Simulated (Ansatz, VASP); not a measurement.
## LuH2: VASP beside Ansatz

```
CELL_PARAMETERS angstrom
0.00000 2.47957 2.47957
2.47957 0.00000 2.47957
2.47957 2.47957 0.00000
ATOMIC_POSITIONS crystal
Lu 0.00000 0.00000 0.00000
H 0.25000 0.25000 0.25000
H 0.75000 0.75000 0.75000
```

Alike in both runs: functional PBEsol; k mesh 14 × 14 × 14; occupations fermi-dirac, width 0.15 eV; no spin polarisation.

Ansatz relaxed the structure, and its values are those at the end. VASP's run is a single point on that final structure, the one shown.

|  | VASP | Ansatz |
| --- | --- | --- |
| version | VASP 6.6.1 | Ansatz 0.2.0 |
| potentials or method | VASP PAW PBE potentials, release 64 (Lu, H), cutoff 520 eV | scalar-relativistic, plane waves, PAW |
| valence electrons in the cell | 27 | 27 |

```csv
,VASP,Ansatz,Ansatz less VASP
gap on the k mesh at the Fermi level (eV),none,none,-
pressure (GPa),0.4,0.0,-0.37
```

VASP's potentials were made for PBE, not for PBEsol. A gap of «none» marks a metal or a gap that the smearing closes. The functional is the same, so the differences come from potentials, cutoffs and numerics.

Neither program's run includes spin-orbit coupling.
